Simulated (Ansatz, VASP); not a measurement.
**GaAs in VASP and in Ansatz**

```xyz
2
Lattice="0.0000 2.8298 2.8298 2.8298 0.0000 2.8298 2.8298 2.8298 0.0000" Properties=species:S:1:pos:R:3 pbc="T T T"
Ga    0.0000    0.0000    0.0000
As    4.2446    4.2446    4.2446
```

Alike in both runs: task single point; functional r2SCAN; k mesh 10 × 10 × 10; occupations gaussian, width 0.01 eV; no spin polarisation.

|  | VASP | Ansatz |
| --- | --- | --- |
| version | VASP 6.6.1 | Ansatz 0.2.0 |
| potentials or method | VASP PAW PBE potentials, release 64 (Ga_d, As), cutoff 520 eV | scalar-relativistic, plane waves, PAW |
| valence electrons in the cell | 18 | 28 |

|  | VASP | Ansatz | Ansatz less VASP |
| --- | --- | --- | --- |
| gap on the k mesh at the Fermi level (eV) | 0.97 | 0.99 | +0.023 |
| least direct gap on the mesh (eV) | 0.97 | 0.99 | +0.023 |
| pressure (GPa) | 0.4 | 0.2 | -0.17 |

VASP's potentials were made for PBE, not for r2SCAN. With one functional, cell and mesh, what is left measures potentials, basis and numerics. VASP's potentials hold 18 valence electrons a cell and Ansatz's 28, so a difference there can come from the potentials and not from the codes.
